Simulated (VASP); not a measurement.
## Cd: single point with PBE

Cd:

```
Cd
1.0
     0.00000    1.98291    1.98291
     1.98291    0.00000    1.98291
     1.98291    1.98291    0.00000
Cd
1
Direct
  0.00000 0.00000 0.00000
```

This isn't the form of Cd at room conditions, which is hcp.

- Program: VASP 6.6.1
- Task: single point
- Functional: PBE
- Potentials or basis: VASP PAW PBE potentials, release 64 (Cd)
- Cutoff: 520 eV
- k mesh: 17 × 17 × 17
- Occupations: fermi-dirac, width 0.1 eV
- Spin: no spin polarisation

```
Pressure               : 49.6 GPa
Band gap on the k mesh : zero (bands 6 and 7 overlap by 1.92 eV)
```

Levels at points of the mesh, in eV from the Fermi level:
```tsv
k point	band 2	band 3	band 4	band 5	band 6	band 7	band 8	band 9	band 10	band 11
(0.00, 0.00, 0.00)	-10.68	-10.68	-10.68	-9.77	-9.77	14.67	17.97	17.97	17.97	22.52
```

Run time: 22 s on 1 thread of Intel Xeon 8259CL, with other jobs on the host, peak memory 0.16 GiB.

Caveat: the cell stands under pressure.
